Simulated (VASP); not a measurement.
Runs of VASP 6.6.1 on S. The structure is that of space group Im-3m (No. 229), or close to it. The cells are those of the table. This isn't the form of S at room conditions, which is orthorhombic, of S8 rings.

| cell | gap on the mesh (eV) | pressure (GPa) |
| --- | --- | --- |
| a = 2.282 Å, angles 109.5°, 1 atom | none | 132.8 |
| a = 2.406 Å, angles 109.5°, 1 atom | none | 69.5 |
| a = 2.065 Å, angles 109.5°, 1 atom | none | 342.4 |
| a = 2.622 Å, angles 109.5°, 1 atom | none | 13.4 |
| a = 2.519 Å, angles 109.5°, 1 atom | none | (b) |
| a = 2.172 Å, angles 109.5°, 1 atom | none | (a) |

Alike in all rows: task single point; level PBE; potentials or basis VASP PAW PBE potentials, release 64 (S); no spin polarisation; k mesh 16 × 16 × 16; cutoff (eV) 520; smearing fermi-dirac 0.1 eV.

Question: Fill in the values left out.

Answer: (a) 214.9; (b) 33.6.

Caveats: the cell stands under pressure.

A gap of «none» marks levels without a gap at the run's occupations.
